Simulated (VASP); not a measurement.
Cr, 1 atom in the cell. Symmetry: Pm-3m, No. 221, cubic system. The conventional cell has a = 2.312 Å, b = 2.312 Å, c = 2.312 Å, α = 90.00°, β = 90.00°, γ = 90.00°. Within 3.1 Å of Cr (site symmetry m-3m) lie 6 Cr at 2.31 Å.  This cell differs from its parent crystal: volume scaled by 1.04.

```yaml
Program: VASP 6.6.1
Task: single point
Functional: LDA
Potentials_or_basis: VASP PAW LDA potentials, release 64 (Cr_pv)
Cutoff: 520 eV
k_mesh: 15 × 15 × 15
Occupations: fermi-dirac, width 0.1 eV
Spin: no spin polarisation
Dipole_correction: no
Further_INCAR_settings: ALGO = Normal; EDIFF = 1e-07; NBANDS = 12
```

Potentials or basis: VASP PAW LDA potentials, release 64 (Cr_pv).

Launch:

```console
$ cat potpaw_LDA.64/Cr_pv/POTCAR > POTCAR
$ mpirun -np 1 vasp_std > vasp.out
```

Hardware: 1 thread of Intel Xeon 8259CL, with other jobs on the host.

Estimate the wall time of this run.

Wall time 17 s on 1 thread of Intel Xeon 8259CL, on a shared host, peak memory 0.13 GiB. Counts: scf iterations 11, k points 120.
